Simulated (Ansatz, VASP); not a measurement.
## CdTe in VASP and in Ansatz

The input INCAR:

```
SYSTEM = CdTe
PREC     = Accurate       ! precision mode
ENCUT    = 520            ! plane-wave cutoff, eV
EDIFF    = 1E-6           ! SCF threshold, eV
ISMEAR   = 0              ! smearing method
SIGMA    = 0.01           ! smearing width, eV
LREAL    = .FALSE.        ! projectors in reciprocal space
LASPH    = .TRUE.         ! aspherical terms in the spheres
NELM     = 60             ! most SCF steps
ALGO     = Normal         ! electronic algorithm
ISIF     = 2              ! what is computed and relaxed
LWAVE    = .FALSE.        ! write WAVECAR
LCHARG   = .FALSE.        ! write CHGCAR
GGA      = PE             ! functional
NBANDS   = 16             ! bands
```

KPOINTS

```
regular mesh
0
G
  6 6 6
  0 0 0
```

The input POSCAR:

```
CdTe
1.0
    0.0000000000      3.3739599679      3.3739599679
    3.3739599679      0.0000000000      3.3739599679
    3.3739599679      3.3739599679      0.0000000000
Cd Te
1 1
Direct
    0.0000000000      0.0000000000      0.0000000000
    0.2500000000      0.2500000000      0.2500000000
```

Input for Ansatz:

```yaml
crystal:
  lattice:
    - [0.0, 3.3739599679, 3.3739599679]
    - [3.3739599679, 0.0, 3.3739599679]
    - [3.3739599679, 3.3739599679, 0.0]
  atoms:
    - { symbol: Cd, position: [0.0, 0.0, 0.0] }
    - { symbol: Te, position: [0.25, 0.25, 0.25] }
kpoints:
  mp_grid: { grid: [6, 6, 6] }
hamiltonian:
  xc: pbe
scf:
  occupations: { method: fixed }
  n_extra_bands: 4
output:
  forces: true
  stress: true
  eigenvalues: true
```

Alike in both runs: task single point; functional PBE; k mesh 6 × 6 × 6; no spin polarisation.

|  | VASP | Ansatz |
| --- | --- | --- |
| version | VASP 6.6.1 | Ansatz 0.2.0 |
| potentials or method | VASP PAW PBE potentials, release 64 (Cd, Te) | plane waves, PAW |
| plane-wave cutoff (eV) | 520 | 420 |
| occupations | gaussian, width 0.01 eV | fixed |
| valence electrons in the cell | 18 | 36 |

```tsv
	VASP	Ansatz	Ansatz less VASP
gap on the k mesh at the Fermi level (eV)	0.41	0.42	+0.004
pressure (GPa)	-1.7	-1.8	-0.09
```

VASP's potentials hold 18 valence electrons a cell and Ansatz's 36, so a difference there can come from the potentials and not from the codes.

Spin-orbit coupling is off throughout.
